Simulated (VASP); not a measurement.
I, 2 atoms in the cell. The structure is tetragonal, space group I4_1/amd (No. 141). Conventional cell: a = 5.426 Å, b = 5.426 Å, c = 2.822 Å, α = 90.00°, β = 90.00°, γ = 90.00°. I (site symmetry -4m2) has 10 I at 2.80 to 3.44 Å within 3.7 Å. 

| Quantity | Value |
| --- | --- |
| Program | VASP 6.6.1 |
| Task | relaxation of cell and atoms |
| Functional | PBEsol |
| Potentials or basis | VASP PAW PBE potentials, release 64 (I) |
| Cutoff | 600 eV |
| k mesh | 15 × 15 × 15 |
| Occupations | fermi-dirac, width 0.1 eV |
| Spin | no spin polarisation |
| Target pressure | 62 GPa |
| Dipole correction | no |
| Further INCAR settings | ALGO = Normal; EDIFF = 1e-06; IBRION = 2; EDIFFG = -0.005; NSW = 32; ISIF = 3 |

Potentials or basis: VASP PAW PBE potentials, release 64 (I).

Run with:

```console
$ cat potpaw_PBE.64/I/POTCAR > POTCAR
$ mpirun -np 1 vasp_std > vasp.out
```

Hardware: 1 thread of Intel(R) Xeon(R) 6975P-C (Granite Rapids), with other jobs on the host.

**Question.** Estimate the wall time of this run.

**Answer.** Wall time 110 s on 1 thread of Intel(R) Xeon(R) 6975P-C (Granite Rapids) (shared host), peak memory 0.31 GiB. Counts: scf iterations 18, k points 288, ion steps 3.
